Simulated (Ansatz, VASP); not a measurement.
**Al2H: VASP beside Ansatz**

```
Al H
1.0
     3.38670   -0.20457    0.18585
    -0.97078    5.50350   -0.04023
    -0.58391   -1.74577    4.76238
Al H
4 2
Direct
  0.00000 0.00000 0.00000
  0.36480 0.71291 0.57634
  0.63520 0.28709 0.42366
  0.50000 0.50000 0.00000
  0.50000 0.00000 0.50000
  0.00000 0.50000 0.00000
```

Alike in both runs: functional PBE; k mesh 6 × 4 × 4; occupations gaussian, width 0.1 eV; no spin polarisation.

Ansatz relaxed the structure, and its values are those at the end. VASP's run is a single point on that final structure, the one shown.

|  | VASP | Ansatz |
| --- | --- | --- |
| version | VASP 6.6.1 | Ansatz 0.2.0 |
| potentials or method | VASP PAW PBE potentials, release 64 (Al, H), cutoff 520 eV | scalar-relativistic, plane waves, PAW |
| valence electrons in the cell | 14 | 14 |

```tsv
	VASP	Ansatz	Ansatz less VASP
gap on the k mesh at the Fermi level (eV)	none	none	-
pressure (GPa)	-0.2	-0.1	+0.07
rms of the force components (eV/Å)	0.003	0.003	-0.0003
```

A gap of «none» marks a metal or a gap that the smearing closes.
